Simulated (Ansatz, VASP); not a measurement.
## PbS in VASP and in Ansatz

```xyz
4
Lattice="2.9792 -2.9382 0.0000 2.9792 2.9382 0.0000 -1.0943 0.0000 11.8634" Properties=species:S:1:pos:R:3 pbc="T T T"
Pb    3.9250    0.0000    7.5496
Pb    0.9392    0.0000    4.3138
S     0.9442    0.0000    7.1014
S     3.9199    0.0000    4.7620
```

Change from the starting cell: volume scaled by 1.04.

Alike in both runs: task single point; functional PBE; k mesh 7 × 7 × 3; occupations fermi-dirac, width 0.01 eV; no spin polarisation.

|  | VASP | Ansatz |
| --- | --- | --- |
| version | VASP 6.6.1 | Ansatz 0.2.0 |
| potentials or method | VASP PAW PBE potentials, release 64 (Pb_d, S), cutoff 500 eV | all-electron LAPW, scalar-relativistic |

|  | VASP | Ansatz | Ansatz less VASP |
| --- | --- | --- | --- |
| gap on the k mesh at the Fermi level (eV) | 1.33 | 1.33 | +0.004 |
| rms of the force components (eV/Å) | 0.278 | 0.277 | -0.0013 |

Atom by atom the forces differ by 0.002 eV/Å (rms over components). Ansatz ran all-electron here, and VASP with PAW potentials.

Spin-orbit coupling is off throughout.
